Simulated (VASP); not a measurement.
# Os in VASP: a series of runs

Runs on Os. Level: PBE. Tasks: electric field gradients.

All numbers are computed with VASP 6.6.1; they aren't measurements. Logs are shortened: lines on timing, memory, paths and dates and some standing lists are left out, and cuts for length are marked.

### 1 The cell of the first run

Symmetry: Fm-3m, No. 225, cubic system. The conventional cell has a = 3.890 Å, b = 3.890 Å, c = 3.890 Å, α = 90.00°, β = 90.00°, γ = 90.00°. Within 3.6 Å of Os (site symmetry m-3m) lie 12 Os at 2.75 Å.

This isn't the form of Os at room conditions, which is hcp.

### 2 Electric field gradients, PBE

INCAR reads:

```
PREC     = Accurate       # precision mode
ENCUT    = 520            # plane-wave cutoff, eV
EDIFF    = 1E-8           # SCF threshold, eV
ISMEAR   = -1             # smearing method
SIGMA    = 0.05           # smearing width, eV
LREAL    = F              # projectors in reciprocal space
LASPH    = T              # aspherical terms in the spheres
NELM     = 60             # most SCF steps
ALGO     = Normal         # electronic algorithm
ISIF     = 2              # what is computed and relaxed
LWAVE    = F              # write WAVECAR
LCHARG   = F              # write CHGCAR
GGA      = PE             # functional
LEFG     = T            
NBANDS   = 10             # bands
```

KPOINTS reads:

```
Automatic mesh
0
Gamma
  14 14 14
```

POSCAR reads:

```
Os
1.0
    0.0000000000      1.9450000000      1.9450000000
    1.9450000000      0.0000000000      1.9450000000
    1.9450000000      1.9450000000      0.0000000000
Os
1
Direct
    0.0000000000      0.0000000000      0.0000000000
```

Potentials or basis: VASP PAW PBE potentials, release 64 (Os).

Command:

```
> cat potpaw_PBE.64/Os/POTCAR > POTCAR
> mpirun -np 1 vasp_std > vasp.out
```

OUTCAR:

```text
PREC = Accurate
   ENCUT = 520
   EDIFF = 1E-8
   ISMEAR = -1
   LREAL = F
   LASPH = T
   NELM = 60
   ISIF = 2
   GGA = PE

 ion  position               nearest neighbor table
   1  0.000  0.000  0.000-

  LATTYP: Found a face centered cubic cell.
 ALAT       =     3.8900000000

  Lattice vectors:

 A1 = (   0.0000000000,   1.9450000000,   1.9450000000)
 A2 = (   1.9450000000,   0.0000000000,   1.9450000000)
 A3 = (   1.9450000000,   1.9450000000,   0.0000000000)

Analysis of symmetry for initial positions (statically):
=====================================================================
 Subroutine PRICEL returns:
 Original cell was already a primitive cell.

 Routine SETGRP: Setting up the symmetry group for a
 face centered cubic supercell.

 Subroutine GETGRP returns: Found 48 space group operations
 (whereof 48 operations were pure point group operations)
 out of a pool of 48 trial point group operations.

The static configuration has the point symmetry O_h .

Analysis of symmetry for dynamics (positions and initial velocities):
=====================================================================
 Subroutine PRICEL returns:
 Original cell was already a primitive cell.

 Routine SETGRP: Setting up the symmetry group for a
 face centered cubic supercell.

 Subroutine GETGRP returns: Found 48 space group operations
 (whereof 48 operations were pure point group operations)
 out of a pool of 48 trial point group operations.

The dynamic configuration has the point symmetry O_h .

 Subroutine INISYM returns: Found 48 space group operations
 (whereof 48 operations are pure point group operations),
 and found     1 'primitive' translations

----------------------------------------------------------------------------------------

                                     Primitive cell

  volume of cell :      14.7160

  direct lattice vectors                    reciprocal lattice vectors
     0.000000000  1.945000000  1.945000000    -0.257069409  0.257069409  0.257069409
     1.945000000  0.000000000  1.945000000     0.257069409 -0.257069409  0.257069409
     1.945000000  1.945000000  0.000000000     0.257069409  0.257069409 -0.257069409

  length of vectors
     2.750645379  2.750645379  2.750645379     0.445257277  0.445257277  0.445257277

  position of ions in fractional coordinates (direct lattice)
     0.000000000  0.000000000  0.000000000

  ion indices of the primitive-cell ions
   primitive index   ion index
                 1           1

----------------------------------------------------------------------------------------

 KPOINTS: Automatic mesh

Automatic generation of k-mesh.
 Grid dimensions read from file:
 generate k-points for:   14   14   14

 Generating k-lattice:

  Cartesian coordinates                     Fractional coordinates (reciprocal lattice)
    -0.018362101  0.018362101  0.018362101     0.071428571  0.000000000  0.000000000
     0.018362101 -0.018362101  0.018362101     0.000000000  0.071428571  0.000000000
     0.018362101  0.018362101 -0.018362101     0.000000000  0.000000000  0.071428571

  Length of vectors
     0.031804091  0.031804091  0.031804091

  Shift w.r.t. Gamma in fractional coordinates (k-lattice)
     0.000000000  0.000000000  0.000000000

 Subroutine IBZKPT returns following result:
 ===========================================

 Found    104 irreducible k-points:

 Following reciprocal coordinates:
            Coordinates               Weight
  0.000000  0.000000  0.000000      1.000000
  0.071429  0.000000  0.000000      8.000000
  0.142857  0.000000  0.000000      8.000000
  0.214286  0.000000  0.000000      8.000000
  0.285714  0.000000  0.000000      8.000000
  0.357143  0.000000  0.000000      8.000000
[... 16 lines left out ...]
  0.214286  0.142857  0.000000     24.000000
  0.285714  0.142857  0.000000     24.000000
 [... further k-points ...]
   k-points           NKPTS =    104   k-points in BZ     NKDIM =    104   number of bands    NBANDS=     10
   number of dos      NEDOS =    301   number of ions     NIONS =      1
   total plane-waves  NPLWV =   8000
   dimension x,y,z NGX =    20 NGY =   20 NGZ =   20
   dimension x,y,z NGXF=    40 NGYF=   40 NGZF=   40
   ions per type =               1
   NGX,Y,Z   is equivalent  to a cutoff of  12.09, 12.09, 12.09 a.u.
   NGXF,Y,Z  is equivalent  to a cutoff of  24.18, 24.18, 24.18 a.u.
 SYSTEM =  unknown system
   PREC   = accura    normal or accurate (medium, high low for compatibility)
   ISTART =      0    job   : 0-new  1-cont  2-samecut
   ICHARG =      2    charge: 1-file 2-atom 10-const
   ISPIN  =      1    spin polarized calculation?
   LNONCOLLINEAR =      F non collinear calculations
   LSORBIT =      F    spin-orbit coupling
   LASPH  =      T    aspherical Exc in radial PAW
   ENCUT  =  520.0 eV  38.22 Ry    6.18 a.u.   5.11  5.11  5.11*2*pi/ulx,y,z
   NELM   =     60;   NELMIN=  2; NELMDL= -5     # of ELM steps
   EDIFF  = 0.1E-07   stopping-criterion for ELM
   LREAL  =      F    real-space projection
   EDIFFG = 0.1E-06   stopping-criterion for IOM
   NSW    =      0    number of steps for IOM
   IBRION =     -1    ionic relax: 0-MD 1-quasi-New 2-CG
   NFREE  =      0    steps in history (QN), initial steepest desc. (CG)
   ISIF   =      2    stress and relaxation
   ISYM   =      2    0-nonsym 1-usesym 2-fastsym
   POTIM  = 0.5000    time-step for ionic-motion
   TEBEG  =    0.0;   TEEND  =   0.0 temperature during run
   PSTRESS=    0.0 pullay stress
   NELECT =       8.0000    total number of electrons
   NUPDOWN=      -1.0000    fix difference up-down
   EMIN   =  10.00;   EMAX   =-10.00  energy-range for DOS
   EFERMI =   0.00;   METHOD = LEGACY
   ISMEAR =    -1;   SIGMA  =   0.05  broadening in eV -4-tet -1-fermi 0-gaus
   EFERMI_NEDOS =   21; number of points for ismear=-14 and -15
   IALGO  =     38    algorithm
   IMIX   =      4    mixing-type and parameters
     AMIX     =   0.40;   BMIX     =  1.00
     AMIX_MAG =   1.60;   BMIX_MAG =  1.00
  volume/ion in A,a.u.               =      14.72        99.31
  Fermi-wavevector in a.u.,A,eV,Ry     =   1.336109  2.524880 24.288947  1.785187
  Thomas-Fermi vector in A             =   2.464761
   LORBIT       =      0    0 simple, 1 ext, 2 COOP (PROOUT), +10 PAW based schemes
   GGA     = PE    functional components
   LHFCALC =     F    Hartree Fock is set to
   AEXX    =    0.0000 exact exchange contribution
   IVDW    =     0    specifies the selected vdW correction
   LEPSILON=     F    determine dielectric tensor
   LRPA    =     F    only Hartree local field effects (RPA)
 non-spin polarized calculation
  energy-cutoff  :      520.00
  volume of cell :       14.72
 maximum number of plane-waves:       411
   NGX = 11   NGY = 11   NGZ = 11

 number of electron       8.0000001 magnetization

 Free energy of the ion-electron system (eV)
  ---------------------------------------------------
  ext. energy  EPLUGINS =         0.00000000
  ---------------------------------------------------
  free energy    TOTEN  =       -11.09643938 eV

  energy without entropy =      -11.08587364  energy(sigma->0) =      -11.09115651

 E-fermi :   8.5592     XC(G=0): -13.7656

 val. band max:        8.5487171605   @ k =  -0.3571   0.3571   0.0000
 cond. band min:       8.5603497326   @ k =   0.3571   0.2857   0.0714
 fundamental gap:      0.0116325722
 Fermi energy:         8.5592123564

 k-point     1 :       0.0000    0.0000    0.0000
  band No.  band energies     occupation
      1      -1.7714      2.00000
      2       5.8127      2.00000
      3       5.8127      2.00000
      4       5.8127      2.00000
      5       8.6303      0.38882
      6       8.6303      0.38882
      7      22.8826      0.00000
      8      28.4002      0.00000
      9      28.4002      0.00000
     10      28.4002      0.00000

 k-point     2 :       0.0714    0.0000    0.0000
  band No.  band energies     occupation
      1      -1.5459      2.00000
      2       5.6805      2.00000
      3       5.9134      2.00000
      4       5.9134      2.00000
      5       8.5609      0.98353
      6       8.5609      0.98353
      7      23.2947      0.00000
      8      27.2824      0.00000
      9      28.7939      0.00000
     10      28.7939      0.00000

 k-point     3 :       0.1429    0.0000    0.0000
  band No.  band energies     occupation
      1      -0.9095      2.00000
      2       5.3752      2.00000
      3       6.1463      2.00000
      4       6.1463      2.00000
      5       8.4499      1.79799
      6       8.4499      1.79799
      7      24.3137      0.00000
      8      25.4690      0.00000
      9      29.9191      0.00000
     10      29.9191      0.00000

 k-point     4 :       0.2143    0.0000    0.0000
  band No.  band energies     occupation
      1      -0.0100      2.00000
      2       5.1447      2.00000
      3       6.2880      2.00000
      4       6.2880      2.00000
      5       8.5757      0.83704
      6       8.5757      0.83704
      7      23.4459      0.00000
      8      25.6526      0.00000
      9      31.6088      0.00000
     10      31.6088      0.00000
[... 222 lines left out ...]
 k-point    22 :       0.1429    0.1429    0.0000
  band No.  band energies     occupation
      1      -0.6145      2.00000
      2       4.9293      2.00000
      3       6.5105      2.00000
      4       6.5105      2.00000
      5       7.5950      2.00000
      6       8.9935      0.00034
      7      24.9778      0.00000
      8      26.7395      0.00000
      9      28.7431      0.00000
     10      28.7431      0.00000

 k-point    23 :       0.2143    0.1429    0.0000
  band No.  band energies     occupation
      1       0.0874      2.00000
      2       4.5641      2.00000
      3       6.6189      2.00000
      4       6.8358      2.00000
      5       7.5091      2.00000
      6       9.2006      0.00001
      7      25.5981      0.00000
      8      26.1514      0.00000
      9      28.8857      0.00000
     10      29.4356      0.00000

 k-point    24 :       0.2857    0.1429    0.0000
  band No.  band energies     occupation
      1       0.9757      2.00000
      2       4.3561      2.00000
      3       6.1435      2.00000
      4       6.9566      2.00000
      5       8.3213      1.98297
      6       9.6262      0.00000
      7      23.8197      0.00000
      8      26.7864      0.00000
      9      28.9444      0.00000
     10      29.7623      0.00000

 [... further k-points ...]

------------------------ aborting loop because EDIFF is reached ----------------------------------------

  FORCE on cell =-STRESS in cart. coord.  units (eV):
  Direction    XX          YY          ZZ          XY          YZ          ZX
  --------------------------------------------------------------------------------------
  -------------------------------------------------------------------------------------
  Total       -0.8909445     -0.8909445     -0.8909445      0.0000000      0.0000000      0.0000000
  in kB      -97.0001559    -97.0001559    -97.0001559      0.0000000      0.0000000      0.0000000
  external PRESSURE =     -97.0001559 kB  Pullay stress =       0.0000000 kB

 VOLUME and BASIS-vectors are now :
 -----------------------------------------------------------------------------
  energy-cutoff  :      520.00
  volume of cell :       14.72
      direct lattice vectors                 reciprocal lattice vectors
     0.000000000  1.945000000  1.945000000    -0.257069409  0.257069409  0.257069409
     1.945000000  0.000000000  1.945000000     0.257069409 -0.257069409  0.257069409
     1.945000000  1.945000000  0.000000000     0.257069409  0.257069409 -0.257069409

 POSITION                                       TOTAL-FORCE (eV/Angst)
 -----------------------------------------------------------------------------------
      0.00000      0.00000      0.00000         0.000000      0.000000     -0.000000
 -----------------------------------------------------------------------------------
    total drift:                                0.000000      0.000000     -0.000000

  FREE ENERGIE OF THE ION-ELECTRON SYSTEM (eV)
  ---------------------------------------------------
  free  energy   TOTEN  =       -11.0964393765 eV

  energy  without entropy=      -11.0858736407  energy(sigma->0) =      -11.09115651

 Electric field gradients (V/A^2)
---------------------------------------------------------------------
 ion       V_xx      V_yy      V_zz      V_xy      V_xz      V_yz
---------------------------------------------------------------------
   1      -0.000    -0.000     0.000    -0.000    -0.000    -0.000
---------------------------------------------------------------------

 Electric field gradients after diagonalization (V/A^2)
 (convention: |V_zz| > |V_xx| > |V_yy|)
----------------------------------------------------------------------
 ion       V_xx      V_yy      V_zz     asymmetry (V_yy - V_xx)/ V_zz
----------------------------------------------------------------------
   1       0.000     0.000    -0.000       0.000
----------------------------------------------------------------------

           NMR quadrupolar parameters

 Cq : quadrupolar parameter    Cq=e*Q*V_zz/h
 eta: asymmetry parameters     (V_yy - V_xx)/ V_zz
 Q  : nuclear electric quadrupole moment in mb (millibarn)
----------------------------------------------------------------------
 ion       Cq(MHz)       eta       Q (mb)
----------------------------------------------------------------------
   1      -0.000       0.000       1.000
----------------------------------------------------------------------
```

It took 17 s on 1 thread of Intel Xeon 8259CL, shared host; peak memory 0.13 GiB.

What came out:

- Free energy: -11.0964 eV
- Pressure: -9.7 GPa
- Band gap on the k mesh: zero (bands 4 and 5 overlap by 3.50 eV)
- Largest electric field gradient by atom: zero within the noise of the run

Caveat: the cell stands under tension; spin-orbit coupling is left out, which moves the levels of the heavy elements.

### 3 Electric field gradients, PBE (equal xx and yy strain of -3 %)

INCAR reads:

```
PREC = Accurate ; ENCUT = 520
EDIFF = 1E-8 ; ISMEAR = -1
SIGMA = 0.05 ; LREAL = F
LASPH = T ; NELM = 100
ALGO = Normal ; ISIF = 2
LWAVE = F ; LCHARG = F
GGA = PE ; LEFG = T
NBANDS = 10
```

KPOINTS is that of step 2.

POSCAR reads:

```
Os
1.0
    0.0000000000      1.8866500000      1.9450000000
    1.8866500000      0.0000000000      1.9450000000
    1.8866500000      1.8866500000      0.0000000000
Os
1
Direct
    0.0000000000      0.0000000000      0.0000000000
```

Potentials or basis: VASP PAW PBE potentials, release 64 (Os).

Command:

```
> cat potpaw_PBE.64/Os/POTCAR > POTCAR
> mpirun -np 1 vasp_std > vasp.out
```

OUTCAR:

```text
PREC = Accurate
   ENCUT = 520
   EDIFF = 1E-8
   ISMEAR = -1
   LREAL = F
   LASPH = T
   NELM = 100
   ISIF = 2
   GGA = PE

 ion  position               nearest neighbor table
   1  0.000  0.000  0.000-

  LATTYP: Found a body centered tetragonal cell.
 ALAT       =     2.6681260175
 C/A-ratio  =     1.4579521262

  Lattice vectors:

 A1 = (  -1.8866500000,   0.0000000000,   1.9450000000)
 A2 = (   1.8866500000,   0.0000000000,   1.9450000000)
 A3 = (   0.0000000000,   1.8866500000,  -1.9450000000)

[... 515 lines left out ...]
    total drift:                                0.000000      0.000000     -0.000000

  FREE ENERGIE OF THE ION-ELECTRON SYSTEM (eV)
  ---------------------------------------------------
  free  energy   TOTEN  =       -11.0763767225 eV

  energy  without entropy=      -11.0670712296  energy(sigma->0) =      -11.07172398

 Electric field gradients (V/A^2)
---------------------------------------------------------------------
 ion       V_xx      V_yy      V_zz      V_xy      V_xz      V_yz
---------------------------------------------------------------------
   1      -4.398    -4.398     8.796    -0.000    -0.000    -0.000
---------------------------------------------------------------------

 Electric field gradients after diagonalization (V/A^2)
 (convention: |V_zz| > |V_xx| > |V_yy|)
----------------------------------------------------------------------
 ion       V_xx      V_yy      V_zz     asymmetry (V_yy - V_xx)/ V_zz
----------------------------------------------------------------------
   1      -4.398    -4.398     8.796       0.000
----------------------------------------------------------------------

           NMR quadrupolar parameters

 Cq : quadrupolar parameter    Cq=e*Q*V_zz/h
 eta: asymmetry parameters     (V_yy - V_xx)/ V_zz
 Q  : nuclear electric quadrupole moment in mb (millibarn)
----------------------------------------------------------------------
 ion       Cq(MHz)       eta       Q (mb)
----------------------------------------------------------------------
   1       0.021       0.000       1.000
----------------------------------------------------------------------
```

OSZICAR:

```text
N       E                     dE             d eps       ncg     rms          rms(c)
DAV:   1     0.373217851376E+02    0.37322E+02   -0.42336E+03  5032   0.747E+02
DAV:   2    -0.106552835112E+02   -0.47977E+02   -0.44757E+02  5070   0.203E+02
DAV:   3    -0.117505073343E+02   -0.10952E+01   -0.10877E+01  5896   0.283E+01
DAV:   4    -0.117532134066E+02   -0.27061E-02   -0.27058E-02  5314   0.153E+00
DAV:   5    -0.117532223624E+02   -0.89559E-05   -0.89550E-05  5468   0.822E-02    0.170E+01
DAV:   6    -0.112407443484E+02    0.51248E+00   -0.51641E-01  5874   0.571E+00    0.791E+00
DAV:   7    -0.110805497182E+02    0.16019E+00   -0.40399E-01  6062   0.480E+00    0.439E-01
DAV:   8    -0.110778367498E+02    0.27130E-02   -0.20700E-03  5108   0.381E-01    0.317E-01
DAV:   9    -0.110763890667E+02    0.14477E-02   -0.87650E-04  5358   0.314E-01    0.152E-02
DAV:  10    -0.110763803802E+02    0.86865E-05   -0.11007E-05  5294   0.240E-02    0.925E-03
DAV:  11    -0.110763767849E+02    0.35953E-05   -0.94414E-07  5360   0.150E-02    0.283E-03
DAV:  12    -0.110763766574E+02    0.12748E-06   -0.47284E-09  3354   0.617E-04    0.261E-04
DAV:  13    -0.110763767157E+02   -0.58321E-07   -0.16210E-09  2740   0.337E-04    0.121E-04
DAV:  14    -0.110763767225E+02   -0.67378E-08   -0.59294E-11  2592   0.828E-05
   1 F= -.11076377E+02 E0= -.11071724E+02  d E =-.930549E-02
```

stdout:

```text
POSCAR found type information on POSCAR Os
 POSCAR found :  1 types and       1 ions
 scaLAPACK will be used
 LDA part: xc-table for (Slater+PW92), standard interpolation
 POSCAR, INCAR and KPOINTS ok, starting setup
 FFT: planning ... GRIDC
 FFT: planning ... GRID_SOFT
 FFT: planning ... GRID
 WAVECAR not read
 entering main loop
ion   1
```

Run time: 44 s. Hardware: 1 thread of Intel Xeon 8259CL, shared host; peak memory 0.15 GiB.

Results:

* Free energy: -11.0764 eV
* Pressure: 15.3 GPa
* Band gap on the k mesh: zero (bands 4 and 5 overlap by 4.02 eV)
* Largest electric field gradient by atom: Os +8.8 V/Å²

Electric field gradients, principal values (V/Å²):
| atom | least | middle | greatest (by size) |
| --- | --- | --- | --- |
| 1 Os | -4.398 | -4.398 | 8.796 |

Caveat: the cell differs from its parent crystal (equal xx and yy strain of -3 %); the cell stands under pressure; without QUAD_EFG the Cq values of the log hold for a quadrupole moment of 1 mb, not for the nuclei; spin-orbit coupling is left out, which moves the levels of the heavy elements.

(Continued in part 2 of 2.)
